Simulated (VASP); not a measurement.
Input of a VASP 6.6.1 run:

File INCAR:

```
  PREC = Accurate
  ENCUT = 600
  EDIFF = 1E-6
  ISMEAR = 0
  SIGMA = 0.02
  LREAL = F
  LASPH = T
  NELM = 120
  ALGO = Normal
  ISIF = 2
  LWAVE = F
  LCHARG = F
  GGA = PE
  NBANDS = 19
  GGA_COMPAT = F
```

File KPOINTS:

```
regular mesh
0
Gamma
  8 8 8
```

The input POSCAR:

```
ZrO2
1.0
    0.0000000000      2.6080658047      2.6080658047
    2.6080658047      0.0000000000      2.6080658047
    2.6080658047      2.6080658047      0.0000000000
Zr O
1 2
Direct
    0.0000000000      0.0000000000      0.0000000000
    0.2500000000      0.2500000000      0.2500000000
    0.7500000000      0.7500000000      0.7500000000
```

Potentials or basis: VASP PAW PBE potentials, release 64 (Zr_sv, O).

Launch:

```bash
$ cat potpaw_PBE.64/Zr_sv/POTCAR potpaw_PBE.64/O/POTCAR > POTCAR
$ mpirun -np 1 vasp_std > vasp.out
```

Predict the band gap on the k mesh.

3.15 eV (least direct gap 3.54 eV).

Predict the pressure.

-12.1 GPa.

Caveat: the cell stands under tension. PBE gaps usually lie below the measured ones, often by a third to a half.
